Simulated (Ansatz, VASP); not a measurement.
## One calculation of ZnS, two programs

```
CELL_PARAMETERS angstrom
3.82270 0.00000 0.00000
-1.91135 3.31056 0.00000
0.00000 0.00000 12.52000
ATOMIC_POSITIONS crystal
Zn 0.66667 0.33333 0.75000
Zn 0.33333 0.66667 0.25000
Zn 0.00000 0.00000 0.50000
Zn 0.00000 0.00000 0.00000
S 0.66667 0.33333 0.93750
S 0.33333 0.66667 0.43750
S 0.00000 0.00000 0.68750
S 0.00000 0.00000 0.18750
```

Alike in both runs: functional LDA; k mesh 8 × 8 × 3; occupations fermi-dirac, width 0.05 eV; no spin polarisation.

|  | VASP | Ansatz |
| --- | --- | --- |
| version | VASP 6.6.1 | Ansatz 0.2.0 |
| potentials or method | VASP PAW LDA potentials, release 64 (Zn, S) | Ansatz PAW |
| plane-wave cutoff (eV) | 520 | 420 |
| valence electrons in the cell | 72 | 72 |
| task | single point | band structure |

|  | VASP | Ansatz | Ansatz less VASP |
| --- | --- | --- | --- |
| gap on the k mesh at the Fermi level (eV) | 1.90 | 1.87 | -0.031 |
| least direct gap on the mesh (eV) | 1.90 | 1.87 | -0.031 |
| pressure (GPa) | -4.6 | -4.8 | -0.21 |
| traceless stress, the component that is largest in VASP (GPa) | -0.08 | -0.08 | -0.003 |
| rms of the force components (eV/Å) | 0.014 | 0.014 | -0.0002 |

LDA's correlation is that of Perdew and Zunger in VASP and of Perdew and Wang (1992) in Ansatz. Atom by atom the forces differ by 0.000 eV/Å (rms over components).
